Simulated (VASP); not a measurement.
Here is a VASP 6.6.1 calculation.

Contents of INCAR:

```
SYSTEM = MoS3
ALGO = Normal
EDIFF = 1E-6
ENCUT = 520
GGA = PE
ISIF = 2
ISMEAR = 0
ISPIN = 2
LASPH = .True.
LCHARG = .False.
LMAXMIX = 4
LORBIT = 11
LREAL = .False.
LWAVE = .False.
MAGMOM = 1 0 0 0
NBANDS = 28
NELM = 150
PREC = Accurate
SIGMA = 0.1
```

KPOINTS

```
k-points
0
Gamma
  6 6 4
  0 0 0
```

POSCAR

```
MoS3
1.0
    4.0539088200      0.0000000000      0.0000000000
   -2.0269544100      3.5107880300      0.0000000000
    0.0000000000      0.0000000000      7.0669054700
Mo S
1 3
Direct
    0.0000000000      0.0000000000      0.0000000000
    0.5213324300      0.0000000000      0.5000000000
    0.0000000000      0.5213324300      0.5000000000
    0.4786675700      0.4786675700      0.5000000000
```

Potentials or basis: VASP PAW PBE potentials, release 64 (Mo_sv, S).

Launch:

```bash
$ cat potpaw_PBE.64/Mo_sv/POTCAR potpaw_PBE.64/S/POTCAR > POTCAR
$ mpirun -np 1 vasp_std > vasp.out
```

**Question.** Predict the largest force.

**Answer.** 0.335 eV/Å.

**Question.** Estimate the site moments.

**Answer.** Mo +3.96; S -0.01 μB.

Forces on the atoms (eV/Å):
```
Mo   0.000  0.000  0.000
S    0.335  0.000  0.000
S   -0.168  0.290  0.000
S   -0.168 -0.290  0.000
```
